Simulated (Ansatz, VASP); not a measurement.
# Two plane-wave programs on WC

INCAR

```
PREC = Accurate
ENCUT = 600
EDIFF = 1E-6
ISMEAR = -1
SIGMA = 0.05
LREAL = False
LASPH = True
NELM = 80
ALGO = Normal
ISIF = 3
LWAVE = False
LCHARG = False
GGA = RP
IBRION = 2
NSW = 80
EDIFFG = -0.01
```

The input KPOINTS:

```
regular mesh
0
Gamma
  11 11 9
```

The input POSCAR:

```
WC
1.0
    2.9065000000      0.0000000000      0.0000000000
   -1.4532500000      2.5171028400      0.0000000000
    0.0000000000      0.0000000000      2.8366000000
W C
1 1
Direct
    0.0000000000      0.0000000000      0.0000000000
    0.6666666667      0.3333333333      0.5000000000
```

Input for Ansatz:

```yaml
crystal:
  lattice:
    - [2.9065, 0.0, 0.0]
    - [-1.45325, 2.51710284, 0.0]
    - [0.0, 0.0, 2.8366]
  atoms:
    - { symbol: W, position: [0.0, 0.0, 0.0] }
    - { symbol: C, position: [0.6666666666666666, 0.3333333333333333, 0.5] }
kpoints:
  mp_grid:
    grid: [11, 11, 9]
hamiltonian:
  xc: rpbe
  dispersion: none
scf:
  occupations:
    method: fermi_dirac
    width: 0.05
relax:
  f_tol: 0.01
  cell: {}
```

Alike in both runs: task relaxation of cell and atoms; functional RPBE; k mesh 11 × 11 × 9; occupations fermi-dirac, width 0.05 eV; no spin polarisation.

```csv
,VASP,Ansatz
version,VASP 6.6.1,Ansatz 0.2.0
potentials or method,"VASP PAW PBE potentials, release 64 (W_sv, C)","plane waves, PAW"
plane-wave cutoff (eV),600,420
valence electrons in the cell,18,18
```

```csv
,VASP,Ansatz,Ansatz less VASP
relaxed volume (Å³/atom),10.67,10.65,-0.024
relaxed length of the cell vector where the two differ most in proportion (Å),2.858,2.856,-0.0026
```

VASP's potentials were made for PBE, not for RPBE.

Neither program's run includes spin-orbit coupling.
